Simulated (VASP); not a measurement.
LiH:

```
CELL_PARAMETERS angstrom
0.00000 2.14512 2.14512
2.04065 0.00000 2.14512
2.04065 2.14512 0.00000
ATOMIC_POSITIONS crystal
Li 0.00000 0.00000 0.00000
H 0.25000 0.25000 0.25000
```

This cell differs from its parent crystal: uniaxial x strain -4.9%.

Base run:

* Program: VASP 6.6.1
* Functional: r2SCAN
* Potentials or basis: VASP PAW PBE potentials, release 64 (Li_sv, H)
* Cutoff: 520 eV
* k mesh: 10 × 10 × 10
* Occupations: gaussian, width 0.01 eV
* Spin: no spin polarisation

Its results: band gap on the k mesh 4.77 eV, indirect (least direct gap 5.96 eV).

The run is repeated on the same cell with these changes: functional from r2SCAN to PBE; occupations from gaussian, width 0.01 eV to fermi-dirac, width 0.02 eV. What comes out?

Band gap on the k mesh 4.19 eV, indirect (least direct gap 5.37 eV).

A k mesh can miss the band edges.
